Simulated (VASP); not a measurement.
# BaTiO3 (R-3m) in VASP: notebook

BaTiO3 is run at these levels: PBE; tasks: electric field gradients.

Program: VASP 6.6.1. These are calculated values, not measurements. Logs are shortened: lines on timing, memory, paths and dates and some standing lists are left out, and cuts for length are marked.

## 1. The cell of the first run

It takes space group R-3m (No. 166, trigonal). The conventional cell has a = 5.724 Å, b = 5.724 Å, c = 6.802 Å, α = 90.00°, β = 90.00°, γ = 120.00°. Ba (site symmetry -3m) has 12 O at 2.81 to 2.86 Å and 8 Ti at 3.40 to 3.49 Å within 3.7 Å. Within 2.7 Å of Ti (site symmetry -3m) lie 6 O at 2.00 Å. Within 2.9 Å of O (site symmetry 2/m) lie 2 Ti at 2.00 Å and 4 Ba at 2.81 to 2.86 Å and 8 O at 2.81 to 2.86 Å.

## 2. Electric field gradients, PBE (equal xy, yz and zx shear strains of -2 %)

Input file INCAR:

```
SYSTEM = BaTiO3
PREC     = Accurate       ! precision mode
ENCUT    = 520            ! plane-wave cutoff, eV
EDIFF    = 1E-8           ! SCF threshold, eV
ISMEAR   = -1             ! smearing method
SIGMA    = 0.05           ! smearing width, eV
LREAL    = .False.        ! projectors in reciprocal space
LASPH    = .True.         ! aspherical terms in the spheres
NELM     = 100            ! most SCF steps
ALGO     = Normal         ! electronic algorithm
ISIF     = 2              ! what is computed and relaxed
LWAVE    = .False.        ! write WAVECAR
LCHARG   = .False.        ! write CHGCAR
GGA      = PE             ! functional
LEFG     = .True.       
NBANDS   = 28             ! bands
```

Input file KPOINTS:

```
Automatic mesh
0
Gamma
  8 8 8
  0 0 0
```

Input file POSCAR:

```
BaTiO3
1.0
    4.0073000000     -0.0400730000     -0.0400730000
   -0.0400730000      4.0073000000     -0.0400730000
   -0.0400730000     -0.0400730000      4.0073000000
Ba Ti O
1 1 3
Direct
    0.5000000000      0.5000000000      0.5000000000
    0.0000000000      0.0000000000      0.0000000000
    0.5000000000      0.0000000000      0.0000000000
    0.0000000000      0.5000000000      0.0000000000
    0.0000000000      0.0000000000      0.5000000000
```

Potentials or basis: VASP PAW PBE potentials, release 64 (Ba_sv, Ti_sv, O).

Command:

```console
cat potpaw_PBE.64/Ba_sv/POTCAR potpaw_PBE.64/Ti_sv/POTCAR potpaw_PBE.64/O/POTCAR > POTCAR
mpirun -np 1 vasp_std > vasp.out
```

OUTCAR:

```text
SYSTEM = BaTiO3
   PREC = Accurate
   ENCUT = 520
   EDIFF = 1E-8
   ISMEAR = -1
   LREAL = .False.
   LASPH = .True.
   NELM = 100
   ISIF = 2
   GGA = PE

 ion  position               nearest neighbor table
   1  0.500  0.500  0.500-   3 2.81   4 2.81   5 2.81   3 2.81   4 2.81   5 2.81   5 2.86   3 2.86
                             4 2.86   5 2.86   4 2.86   3 2.86   2 3.40   2 3.40   2 3.49   2 3.49
   2  0.000  0.000  0.000-   3 2.00   4 2.00   5 2.00   5 2.00   4 2.00   3 2.00   1 3.40   1 3.40
                             1 3.49   1 3.49   1 3.49   1 3.49   1 3.49   1 3.49
   3  0.500  0.000  0.000-   2 2.00   2 2.00   1 2.81   1 2.81   1 2.86   1 2.86
   4  0.000  0.500  0.000-   2 2.00   2 2.00   1 2.81   1 2.81   1 2.86   1 2.86
   5  0.000  0.000  0.500-   2 2.00   2 2.00   1 2.81   1 2.81   1 2.86   1 2.86

  LATTYP: Found a trigonal (rhomboedric) cell.
 ALAT       =     4.0077007100
 COS(alpha) =    -0.0198960208

  Lattice vectors:

 A1 = (   4.0073000000,  -0.0400730000,  -0.0400730000)
 A2 = (  -0.0400730000,   4.0073000000,  -0.0400730000)
 A3 = (  -0.0400730000,  -0.0400730000,   4.0073000000)

Analysis of symmetry for initial positions (statically):
=====================================================================
 Subroutine PRICEL returns:
 Original cell was already a primitive cell.

 Routine SETGRP: Setting up the symmetry group for a
 trigonal (rhombohedral) supercell.

 Subroutine GETGRP returns: Found 12 space group operations
 (whereof 12 operations were pure point group operations)
 out of a pool of 12 trial point group operations.

The static configuration has the point symmetry D_3d.

Analysis of symmetry for dynamics (positions and initial velocities):
=====================================================================
 Subroutine PRICEL returns:
 Original cell was already a primitive cell.

 Routine SETGRP: Setting up the symmetry group for a
 trigonal (rhombohedral) supercell.

 Subroutine GETGRP returns: Found 12 space group operations
 (whereof 12 operations were pure point group operations)
 out of a pool of 12 trial point group operations.

The dynamic configuration has the point symmetry D_3d.

 Subroutine INISYM returns: Found 12 space group operations
[... 153 lines left out ...]
 val. band max:        3.8434002066   @ k =   0.5000   0.5000   0.5000
 cond. band min:       5.4714826100   @ k =   0.0000   0.0000   0.0000
 fundamental gap:      1.6280824034
 Fermi energy:         4.6902704501

 k-point     1 :       0.0000    0.0000    0.0000
  band No.  band energies     occupation
      1     -52.8450      2.00000
      2     -29.0723      2.00000
      3     -29.0451      2.00000
      4     -29.0451      2.00000
      5     -21.0130      2.00000
      6     -13.0766      2.00000
[... 733 lines left out ...]
     27      11.3240      0.00000
     28      12.4443      0.00000

 [... further k-points ...]

------------------------ aborting loop because EDIFF is reached ----------------------------------------

  FORCE on cell =-STRESS in cart. coord.  units (eV):
  Direction    XX          YY          ZZ          XY          YZ          ZX
  --------------------------------------------------------------------------------------
  -------------------------------------------------------------------------------------
  Total        1.3539773      1.3539773      1.3539773      1.0106452      1.0106452      1.0106452
  in kB       33.7207760     33.7207760     33.7207760     25.1700976     25.1700976     25.1700976
  external PRESSURE =      33.7207760 kB  Pullay stress =       0.0000000 kB

 VOLUME and BASIS-vectors are now :
 -----------------------------------------------------------------------------
  energy-cutoff  :      520.00
  volume of cell :       64.33
      direct lattice vectors                 reciprocal lattice vectors
     4.007300000 -0.040073000 -0.040073000     0.249595004  0.002521162  0.002521162
    -0.040073000  4.007300000 -0.040073000     0.002521162  0.249595004  0.002521162
    -0.040073000 -0.040073000  4.007300000     0.002521162  0.002521162  0.249595004

 POSITION                                       TOTAL-FORCE (eV/Angst)
 -----------------------------------------------------------------------------------
      1.96358      1.96358      1.96358         0.000000      0.000000     -0.000000
      0.00000      0.00000      0.00000        -0.000000      0.000000     -0.000000
      2.00365     -0.02004     -0.02004        -0.000000     -0.000000     -0.000000
     -0.02004      2.00365     -0.02004         0.000000     -0.000000      0.000000
     -0.02004     -0.02004      2.00365        -0.000000     -0.000000     -0.000000
 -----------------------------------------------------------------------------------
    total drift:                               -0.000000     -0.000000      0.000000

  FREE ENERGIE OF THE ION-ELECTRON SYSTEM (eV)
  ---------------------------------------------------
  free  energy   TOTEN  =       -39.9413164285 eV

  energy  without entropy=      -39.9413164251  energy(sigma->0) =      -39.94131643

 Electric field gradients (V/A^2)
---------------------------------------------------------------------
 ion       V_xx      V_yy      V_zz      V_xy      V_xz      V_yz
---------------------------------------------------------------------
   1      -0.000    -0.000     0.000   -12.139   -12.139   -12.139
   2      -0.000    -0.000    -0.000     3.700     3.700     3.700
   3      25.224   -12.612   -12.612    -2.711    -2.711     0.260
   4     -12.612    25.224   -12.612    -2.711     0.260    -2.711
   5     -12.612   -12.612    25.224     0.260    -2.711    -2.711
---------------------------------------------------------------------

 Electric field gradients after diagonalization (V/A^2)
 (convention: |V_zz| > |V_xx| > |V_yy|)
----------------------------------------------------------------------
 ion       V_xx      V_yy      V_zz     asymmetry (V_yy - V_xx)/ V_zz
----------------------------------------------------------------------
   1      12.139    12.139   -24.279       0.000
   2      -3.700    -3.700     7.400       0.000
   3     -12.872   -12.739    25.611       0.005
   4     -12.872   -12.739    25.611       0.005
   5     -12.872   -12.739    25.611       0.005
----------------------------------------------------------------------

           NMR quadrupolar parameters

 Cq : quadrupolar parameter    Cq=e*Q*V_zz/h
 eta: asymmetry parameters     (V_yy - V_xx)/ V_zz
 Q  : nuclear electric quadrupole moment in mb (millibarn)
----------------------------------------------------------------------
 ion       Cq(MHz)       eta       Q (mb)
----------------------------------------------------------------------
   1      -0.059       0.000       1.000
   2       0.018       0.000       1.000
   3       0.062       0.005       1.000
   4       0.062       0.005       1.000
   5       0.062       0.005       1.000
----------------------------------------------------------------------
```

Wall time 65 s (1 thread of AMD EPYC 9R45 (Zen 5), shared host); peak memory 0.22 GiB.

What came out:

```
Free energy                             : -39.9413 eV
Pressure                                : 3.4 GPa
Band gap on the k mesh                  : 1.63 eV (least direct gap 1.70 eV)
Largest electric field gradient by atom : Ba -24.3; Ti +7.4; O +25.6 V/Å²
```

Levels at points of the mesh, in eV from the valence-band top:
```
           k point  band 16  band 17  band 18  band 19  band 20  band 21  band 22  band 23  band 24  band 25
(0.00, 0.00, 0.00)    -1.08    -1.08    -0.23    -0.23    -0.07     1.63     1.73     1.73     3.84     3.84
(0.50, 0.00, 0.00)    -1.95    -1.90    -1.81    -0.84    -0.66     1.86     3.42     3.44     3.85     5.85
(0.50, 0.50, 0.00)    -2.68    -1.75    -0.94    -0.87    -0.12     3.41     3.46     3.85     4.69     7.59
(0.50, 0.50, 0.50)    -2.49    -2.32    -0.04    -0.04     0.00     4.05     4.12     4.12     6.53     6.75
```

Electric field gradients, principal values (V/Å²):
```
atom    least   middle  greatest (by size)
1 Ba   12.139   12.139             -24.279
2 Ti   -3.700   -3.700               7.400
 3 O  -12.739  -12.872              25.611
 4 O  -12.739  -12.872              25.611
 5 O  -12.739  -12.872              25.611
```

Caveat: the cell differs from its parent crystal (equal xy, yz and zx shear strains of -2 %); the cell stands under pressure; without QUAD_EFG the Cq values of the log hold for a quadrupole moment of 1 mb, not for the nuclei; spin-orbit coupling is left out, which moves the levels of the heavy elements. A k mesh can miss the band edges.

## 3. Electric field gradients, PBE (equal xy, yz and zx shear strains of +1 %)

Input file INCAR:

```
SYSTEM = BaTiO3
PREC = Accurate
ENCUT = 520
EDIFF = 1E-8
ISMEAR = -1
SIGMA = 0.05
LREAL = .False.
LASPH = .True.
NELM = 100
ALGO = Normal
ISIF = 2
LWAVE = .False.
LCHARG = .False.
GGA = PE
LEFG = .True.
NBANDS = 28
```

Input file KPOINTS:

```
regular mesh
0
Gamma
  8 8 8
  0 0 0
```

Edit POSCAR of step 2 so:

```diff
@@ -2,5 +2,5 @@
 1.0
-    4.0073000000     -0.0400730000     -0.0400730000
-   -0.0400730000      4.0073000000     -0.0400730000
-   -0.0400730000     -0.0400730000      4.0073000000
+    4.0073000000      0.0200365000      0.0200365000
+    0.0200365000      4.0073000000      0.0200365000
+    0.0200365000      0.0200365000      4.0073000000
 Ba Ti O
```

Potentials or basis: VASP PAW PBE potentials, release 64 (Ba_sv, Ti_sv, O).

Command:

```console
cat potpaw_PBE.64/Ba_sv/POTCAR potpaw_PBE.64/Ti_sv/POTCAR potpaw_PBE.64/O/POTCAR > POTCAR
mpirun -np 1 vasp_std > vasp.out
```

OUTCAR:

```text
SYSTEM = BaTiO3
   PREC = Accurate
   ENCUT = 520
   EDIFF = 1E-8
   ISMEAR = -1
   LREAL = .False.
   LASPH = .True.
   NELM = 100
   ISIF = 2
   GGA = PE

 ion  position               nearest neighbor table
   1  0.500  0.500  0.500-   3 2.82   4 2.82   3 2.82   5 2.82   4 2.82   5 2.82   3 2.85   3 2.85
                             4 2.85   5 2.85   4 2.85   5 2.85   2 3.46   2 3.46   2 3.46   2 3.46
   2  0.000  0.000  0.000-   3 2.00   4 2.00   5 2.00   5 2.00   4 2.00   3 2.00   1 3.46   1 3.46
                             1 3.46   1 3.46   1 3.46   1 3.46   1 3.51   1 3.51
   3  0.500  0.000  0.000-   2 2.00   2 2.00   1 2.82   1 2.82   1 2.85   1 2.85
   4  0.000  0.500  0.000-   2 2.00   2 2.00   1 2.82   1 2.82   1 2.85   1 2.85
   5  0.000  0.000  0.500-   2 2.00   2 2.00   1 2.82   1 2.82   1 2.85   1 2.85

  LATTYP: Found a trigonal (rhomboedric) cell.
[... 984 lines left out ...]
   4     -12.594    25.188   -12.594     1.391    -0.085     1.391
   5     -12.594   -12.594    25.188    -0.085     1.391     1.391
---------------------------------------------------------------------

 Electric field gradients after diagonalization (V/A^2)
 (convention: |V_zz| > |V_xx| > |V_yy|)
----------------------------------------------------------------------
 ion       V_xx      V_yy      V_zz     asymmetry (V_yy - V_xx)/ V_zz
----------------------------------------------------------------------
   1      -6.672    -6.672    13.344       0.000
   2       1.828     1.828    -3.656       0.000
   3     -12.781   -12.509    25.290       0.011
   4     -12.781   -12.509    25.290       0.011
   5     -12.781   -12.509    25.290       0.011
----------------------------------------------------------------------

           NMR quadrupolar parameters

 Cq : quadrupolar parameter    Cq=e*Q*V_zz/h
 eta: asymmetry parameters     (V_yy - V_xx)/ V_zz
 Q  : nuclear electric quadrupole moment in mb (millibarn)
----------------------------------------------------------------------
 ion       Cq(MHz)       eta       Q (mb)
----------------------------------------------------------------------
   1       0.032       0.000       1.000
   2      -0.009       0.000       1.000
   3       0.061       0.011       1.000
   4       0.061       0.011       1.000
   5       0.061       0.011       1.000
----------------------------------------------------------------------
```

Run time: 64 s. Hardware: 1 thread of AMD EPYC 9R45 (Zen 5), shared host; peak memory 0.22 GiB.

What came out:

```yaml
Free_energy: -39.9646 eV
Pressure: 3.3 GPa
Band_gap_on_the_k_mesh: 1.71 eV (least direct gap 1.84 eV)
Largest_electric_field_gradient_by_atom: Ba +13.3; Ti -3.7; O +25.3 V/Å²
```

Stress tensor (GPa, compression positive):
```
 3.28 -1.24 -1.24
-1.24  3.28 -1.24
-1.24 -1.24  3.28
```

Levels at points of the mesh, in eV from the valence-band top:
```
           k point  band 18  band 19  band 20  band 21  band 22  band 23
(0.00, 0.00, 0.00)    -0.22    -0.13    -0.13     1.71     1.71     1.76
(0.50, 0.00, 0.00)    -1.81    -0.77    -0.68     1.89     3.45     3.46
(0.50, 0.50, 0.00)    -0.90    -0.86    -0.10     3.45     3.47     3.88
(0.50, 0.50, 0.50)    -0.02     0.00     0.00     4.11     4.11     4.14
```

Electric field gradients, principal values (V/Å²):
```
atom    least   middle  greatest (by size)
1 Ba   -6.672   -6.672              13.344
2 Ti    1.828    1.828              -3.656
 3 O  -12.509  -12.781              25.290
 4 O  -12.509  -12.781              25.290
 5 O  -12.509  -12.781              25.290
```

Caveat: the cell differs from its parent crystal (equal xy, yz and zx shear strains of +1 %); the cell stands under pressure; without QUAD_EFG the Cq values of the log hold for a quadrupole moment of 1 mb, not for the nuclei; spin-orbit coupling is left out, which moves the levels of the heavy elements.

(Part 1 of 2 ends here.)
